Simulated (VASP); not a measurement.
Set up this calculation in VASP 6.6.1, as the native input.

| Quantity | Value |
| --- | --- |
| Task | electric field gradients |
| Functional | PBEsol |
| Potentials or basis | VASP PAW PBE potentials, release 64 (Al, N) |
| Cutoff | 520 eV |
| k mesh | 10 × 10 × 6 |
| Occupations | fermi-dirac, width 0.03 eV |
| Spin | no spin polarisation |
| Dipole correction | no |
| Further INCAR settings | ALGO = Normal; EDIFF = 1e-08; NBANDS = 16 |

The structure of AlN lies in POSCAR:

```
AlN
1.0
    3.1110021516     -0.0155550108     -0.0155550108
   -1.5689721103      2.7019843999     -0.0056935291
   -0.0248900000     -0.0248900000      4.9780000000
Al N
2 2
Direct
    0.3333333333      0.6666666667      0.0000000000
    0.6666666667      0.3333333333      0.5000000000
    0.3333333333      0.6666666667      0.3850000000
    0.6666666667      0.3333333333      0.8850000000
```

This cell differs from its parent crystal: equal xy, yz and zx shear strains of -1 %.

The input as run:

INCAR

```
ALGO = Normal ; EDIFF = 1E-8
ENCUT = 520 ; GGA = PS
ISIF = 2 ; ISMEAR = -1
LASPH = True ; LCHARG = False
LEFG = True ; LREAL = False
LWAVE = False ; NBANDS = 16
NELM = 80 ; PREC = Accurate
SIGMA = 0.03
```

KPOINTS

```
k-points
0
Gamma
  10 10 6
```

Potentials or basis: VASP PAW PBE potentials, release 64 (Al, N).

The run is started by

```console
$ cat potpaw_PBE.64/Al/POTCAR potpaw_PBE.64/N/POTCAR > POTCAR
$ mpirun -np 1 vasp_std > vasp.out
```

It gave:

The pressure is 0.6 GPa and the largest force is 0.258 eV/Å. The band gap on the k mesh is 4.08 eV and the largest electric field gradient by atom is Al +8.6; N -2.2, -2.7 V/Å².

Caveat: the cell differs from its parent crystal (equal xy, yz and zx shear strains of -1 %); without QUAD_EFG the Cq values of the log hold for a quadrupole moment of 1 mb, not for the nuclei; the PAW data sets were made with another functional, which shifts forces and pressure a little.

Wall time 60 s on 1 thread of Intel(R) Xeon(R) 6975P-C (Granite Rapids) (shared host), peak memory 0.28 GiB.
